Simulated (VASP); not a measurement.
# AlNi (Pm-3m) in VASP: single point with PBE

Aim: the single point of AlNi with PBE.

Program: VASP 6.6.1. These are calculated values, not measurements. Logs are shortened: lines on timing, memory, paths and dates and some standing lists are left out, and cuts for length are marked.

## (1) The cell of the first run

The structure is cubic, space group Pm-3m (No. 221). The conventional cell has a = 2.938 Å, b = 2.938 Å, c = 2.938 Å, α = 90.00°, β = 90.00°, γ = 90.00°. Within 3.4 Å of Al (site symmetry m-3m) lie 8 Ni at 2.54 Å and 6 Al at 2.94 Å. Within 3.4 Å of Ni (site symmetry m-3m) lie 8 Al at 2.54 Å and 6 Ni at 2.94 Å.

## (2) Single point, PBE, collinear spin, ferromagnetic start (volume scaled by 1.06, then relaxed in part)

Contents of INCAR:

```
SYSTEM = AlNi
PREC     = Accurate       ! precision mode
ENCUT    = 520            ! plane-wave cutoff, eV
EDIFF    = 1E-7           ! SCF threshold, eV
ISMEAR   = -1             ! smearing method
SIGMA    = 0.05           ! smearing width, eV
LREAL    = .False.        ! projectors in reciprocal space
LASPH    = .True.         ! aspherical terms in the spheres
NELM     = 150            ! most SCF steps
ALGO     = Normal         ! electronic algorithm
ISIF     = 2              ! what is computed and relaxed
LWAVE    = .False.        ! write WAVECAR
LCHARG   = .True.         ! write CHGCAR
ISPIN    = 2              ! spin polarisation
MAGMOM   = 0 1.5          ! initial moments
LORBIT   = 11             ! projections on sites
LMAXMIX  = 4              ! l up to which the mixer works
GGA      = PE             ! functional
LELF     = .True.         ! ELF
LVHAR    = .True.       
NBANDS   = 18             ! bands
```

Contents of KPOINTS:

```
Automatic mesh
0
Gamma
  16 16 16
  0 0 0
```

Contents of POSCAR:

```
AlNi
1.0
    2.9375045414      0.0000000000      0.0000000000
    0.0000000000      2.9375045414      0.0000000000
    0.0000000000      0.0000000000      2.9375045414
Al Ni
1 1
Direct
    0.0000000000      0.0000000000      0.0000000000
    0.5000000000      0.5000000000      0.5000000000
```

Potentials or basis: VASP PAW PBE potentials, release 64 (Al, Ni).

On the command line:

```bash
> cat potpaw_PBE.64/Al/POTCAR potpaw_PBE.64/Ni/POTCAR > POTCAR
> mpirun -np 1 vasp_std > vasp.out
```

OUTCAR:

```text
SYSTEM = AlNi
   PREC = Accurate
   ENCUT = 520
   EDIFF = 1E-7
   ISMEAR = -1
   LREAL = .False.
   LASPH = .True.
   NELM = 150
   ISIF = 2
   ISPIN = 2
   LORBIT = 11
   GGA = PE

 ion  position               nearest neighbor table
   1  0.000  0.000  0.000-   2 2.54   2 2.54   2 2.54   2 2.54   2 2.54   2 2.54   2 2.54   2 2.54

   2  0.500  0.500  0.500-   1 2.54   1 2.54   1 2.54   1 2.54   1 2.54   1 2.54   1 2.54   1 2.54

  LATTYP: Found a simple cubic cell.
 ALAT       =     2.9375045414

  Lattice vectors:

 A1 = (   2.9375045414,   0.0000000000,   0.0000000000)
 A2 = (   0.0000000000,   2.9375045414,   0.0000000000)
 A3 = (   0.0000000000,   0.0000000000,   2.9375045414)

Analysis of symmetry for initial positions (statically):
=====================================================================
 Subroutine PRICEL returns:
 Original cell was already a primitive cell.

 Routine SETGRP: Setting up the symmetry group for a
 simple cubic supercell.

 Subroutine GETGRP returns: Found 48 space group operations
 (whereof 48 operations were pure point group operations)
 out of a pool of 48 trial point group operations.

The static configuration has the point symmetry O_h .

Analysis of symmetry for dynamics (positions and initial velocities):
=====================================================================
 Subroutine PRICEL returns:
 Original cell was already a primitive cell.

 Routine SETGRP: Setting up the symmetry group for a
 simple cubic supercell.

 Subroutine GETGRP returns: Found 48 space group operations
 (whereof 48 operations were pure point group operations)
 out of a pool of 48 trial point group operations.

The dynamic configuration has the point symmetry O_h .

Analysis of structural, dynamic, and magnetic symmetry:
=====================================================================
 Subroutine PRICEL returns:
 Original cell was already a primitive cell.

 Routine SETGRP: Setting up the symmetry group for a
 simple cubic supercell.

 Subroutine GETGRP returns: Found 48 space group operations
 (whereof 48 operations were pure point group operations)
 out of a pool of 48 trial point group operations.

The overall configuration has the point symmetry O_h .

 Subroutine INISYM returns: Found 48 space group operations
 (whereof 48 operations are pure point group operations),
 and found     1 'primitive' translations

----------------------------------------------------------------------------------------
[... 116 lines left out ...]
  Thomas-Fermi vector in A             =   2.440952
   LORBIT       =     11    0 simple, 1 ext, 2 COOP (PROOUT), +10 PAW based schemes
   GGA     = PE    functional components
   LHFCALC =     F    Hartree Fock is set to
   AEXX    =    0.0000 exact exchange contribution
   IVDW    =     0    specifies the selected vdW correction
   LEPSILON=     F    determine dielectric tensor
   LRPA    =     F    only Hartree local field effects (RPA)
 spin polarized calculation
  energy-cutoff  :      520.00
  volume of cell :       25.35
 maximum number of plane-waves:       707
 NGX is ok and might be reduce to    24
   NGX = 11   NGY = 11   NGZ = 11

 number of electron      12.9999995 magnetization      -0.0006513

 number of electron      12.9999995 magnetization       0.0000161

 Free energy of the ion-electron system (eV)
  ---------------------------------------------------
  ext. energy  EPLUGINS =         0.00000000
  ---------------------------------------------------
  free energy    TOTEN  =       -10.51840372 eV

  energy without entropy =      -10.51158862  energy(sigma->0) =      -10.51499617

 E-fermi :   9.2827     XC(G=0): -11.7713

 val. band max:        9.2802343276   @ k =   0.3750   0.3125   0.1250
 cond. band min:       9.3132784032   @ k =   0.3125   0.0625   0.0000
 fundamental gap:      0.0330440756
 Fermi energy:         9.2827029991

 spin component 1

 k-point     1 :       0.0000    0.0000    0.0000
  band No.  band energies     occupation
      1      -1.4433      1.00000
      2       6.3212      1.00000
      3       6.3212      1.00000
      4       7.8535      1.00000
      5       7.8535      1.00000
      6       7.8535      1.00000
[... 493 lines left out ...]
     17      32.0754      0.00000
     18      34.2563      0.00000

 [... further k-points ...]

 spin component 2

 k-point     1 :       0.0000    0.0000    0.0000
  band No.  band energies     occupation
      1      -1.4433      1.00000
      2       6.3213      1.00000
      3       6.3213      1.00000
      4       7.8536      1.00000
      5       7.8536      1.00000
      6       7.8536      1.00000
[... 493 lines left out ...]
     17      32.0754      0.00000
     18      34.2564      0.00000

 [... further k-points ...]

------------------------ aborting loop because EDIFF is reached ----------------------------------------

  FORCE on cell =-STRESS in cart. coord.  units (eV):
  Direction    XX          YY          ZZ          XY          YZ          ZX
  --------------------------------------------------------------------------------------
  -------------------------------------------------------------------------------------
  Total       -1.0372625     -1.0372625     -1.0372625      0.0000000      0.0000000      0.0000000
  in kB      -65.5637277    -65.5637277    -65.5637277      0.0000000      0.0000000      0.0000000
  external PRESSURE =     -65.5637277 kB  Pullay stress =       0.0000000 kB

 VOLUME and BASIS-vectors are now :
 -----------------------------------------------------------------------------
  energy-cutoff  :      520.00
  volume of cell :       25.35
      direct lattice vectors                 reciprocal lattice vectors
     2.937504541  0.000000000  0.000000000     0.340425006  0.000000000  0.000000000
     0.000000000  2.937504541  0.000000000     0.000000000  0.340425006  0.000000000
     0.000000000  0.000000000  2.937504541     0.000000000  0.000000000  0.340425006

 POSITION                                       TOTAL-FORCE (eV/Angst)
 -----------------------------------------------------------------------------------
      0.00000      0.00000      0.00000         0.000000      0.000000      0.000000
      1.46875      1.46875      1.46875         0.000000      0.000000      0.000000
 -----------------------------------------------------------------------------------
    total drift:                                0.000000      0.000000     -0.000000

  FREE ENERGIE OF THE ION-ELECTRON SYSTEM (eV)
  ---------------------------------------------------
  free  energy   TOTEN  =       -10.5184037201 eV

  energy  without entropy=      -10.5115886202  energy(sigma->0) =      -10.51499617

 total charge

# of ion       s       p       d       tot
------------------------------------------
    1        0.380   0.389   0.000   0.769
    2        0.452   0.467   8.450   9.369
--------------------------------------------------
tot          0.832   0.856   8.450  10.138

 magnetization (x)

# of ion       s       p       d       tot
------------------------------------------
    1       -0.000  -0.000   0.000  -0.000
    2        0.000   0.000   0.000   0.000
--------------------------------------------------
tot          0.000   0.000   0.000   0.000
```

stdout:

```text
POSCAR found type information on POSCAR AlNi
 POSCAR found :  2 types and       2 ions
 scaLAPACK will be used
 LDA part: xc-table for (Slater+PW92), standard interpolation
 POSCAR, INCAR and KPOINTS ok, starting setup
 FFT: planning ... GRIDC
 FFT: planning ... GRID_SOFT
 FFT: planning ... GRID
 WAVECAR not read
 entering main loop
```

Run time: 45 s. Hardware: 1 thread of Intel Xeon 6975P-C (Granite Rapids), shared host; peak memory 0.23 GiB.

Results:

- Free energy: -10.5184 eV
- Pressure: -6.6 GPa
- Net moment: 0.00 μB per cell
- Valence electrons inside the program's atomic spheres: Al 0.77; Ni 9.37

Levels at points of the mesh, in eV from the Fermi level:
Spin up:
```tsv
k point	band 4	band 5	band 6	band 7	band 8	band 9	band 10	band 11
(0.00, 0.00, 0.00)	-1.43	-1.43	-1.43	5.25	5.25	5.25	7.93	7.93
(0.50, 0.00, 0.00)	-2.08	-2.08	-1.35	-0.62	8.20	9.73	9.73	10.31
(0.50, 0.50, 0.00)	-2.73	-1.91	-1.91	-0.94	1.38	2.19	11.63	14.67
(0.50, 0.50, 0.50)	-0.92	-0.92	2.05	2.05	2.05	3.18	4.19	4.19
```
Spin down:
| k point | band 4 | band 5 | band 6 | band 7 | band 8 | band 9 | band 10 | band 11 |
| --- | --- | --- | --- | --- | --- | --- | --- | --- |
| (0.00, 0.00, 0.00) | -1.43 | -1.43 | -1.43 | 5.25 | 5.25 | 5.25 | 7.93 | 7.93 |
| (0.50, 0.00, 0.00) | -2.08 | -2.08 | -1.35 | -0.62 | 8.20 | 9.73 | 9.73 | 10.31 |
| (0.50, 0.50, 0.00) | -2.73 | -1.91 | -1.91 | -0.94 | 1.38 | 2.19 | 11.63 | 14.67 |
| (0.50, 0.50, 0.50) | -0.92 | -0.92 | 2.05 | 2.05 | 2.05 | 3.18 | 4.19 | 4.19 |

Caveat: the starting moments collapsed, and a magnetic state may lie lower.
